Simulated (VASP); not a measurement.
A run of VASP 6.6.1 is set up as follows.

Contents of POSCAR:

```
C
1.0
   -2.4291088834      2.4291088834      2.4291088834
    2.4291088834     -2.4291088834      2.4291088834
    2.4291088834      2.4291088834     -2.4291088834
C
8
Direct
    0.3238526154     -0.0169400251      0.0135571694
    0.6761473846      0.6592073594      0.6897045540
    0.0000000000      0.3390123326      0.0135571694
    0.0000000000     -0.0169400251      0.3117202336
    0.0000000000      0.6609876674     -0.0135571694
    0.3238526154      0.3407926406      0.3102954460
    0.6761473846      0.0169400251     -0.0135571694
    0.0000000000      0.0169400251      0.6882797664
```

INCAR.step1

```
SYSTEM = C
PREC = Accurate
ENCUT = 520
ISMEAR = 0
SIGMA = 0.05
LREAL = .False.
LASPH = .True.
NELM = 100
NBANDS = 26
GGA = PE
ALGO = Normal
EDIFF = 1E-4
LWAVE = .True.
LCHARG = .False.
```

The input INCAR.step2:

```
SYSTEM = C
PREC = Accurate
ENCUT = 520
EDIFF = 1E-6
ISMEAR = 0
SIGMA = 0.05
LREAL = .False.
LASPH = .True.
NELM = 100
ALGO = Normal
ISIF = 2
LWAVE = .False.
LCHARG = .False.
METAGGA = R2SCAN
LMIXTAU = .True.
NBANDS = 26
ISTART = 1
```

The input KPOINTS:

```
regular mesh
0
Gamma
  8 8 8
  0 0 0
```

Potentials or basis: VASP PAW PBE potentials, release 64 (C).

Launch:

```bash
$ cat potpaw_PBE.64/C/POTCAR > POTCAR
$ cp INCAR.step1 INCAR
$ mpirun -np 1 vasp_std > vasp.out
$ cp INCAR.step2 INCAR
$ mpirun -np 1 vasp_std > vasp.out
```

Estimate the largest force.

4.717 eV/Å.

What does it give for the band gap on the k mesh?

1.24 eV (least direct gap 2.52 eV).

Estimate the pressure.

3.1 GPa.

Forces on the atoms (eV/Å):
```
C    0.181 -2.379  4.069
C    0.181 -4.069  2.379
C   -2.772  0.089 -0.089
C    3.266 -0.298  0.298
C    2.772 -0.089  0.089
C   -0.181  4.069 -2.379
C   -0.181  2.379 -4.069
C   -3.266  0.298 -0.298
```

Caveat: the cell differs from its parent crystal (atoms displaced along a vibrational mode); the cell stands under pressure; the PAW data sets were made with another functional, which shifts forces and pressure a little. A k mesh can miss the band edges.
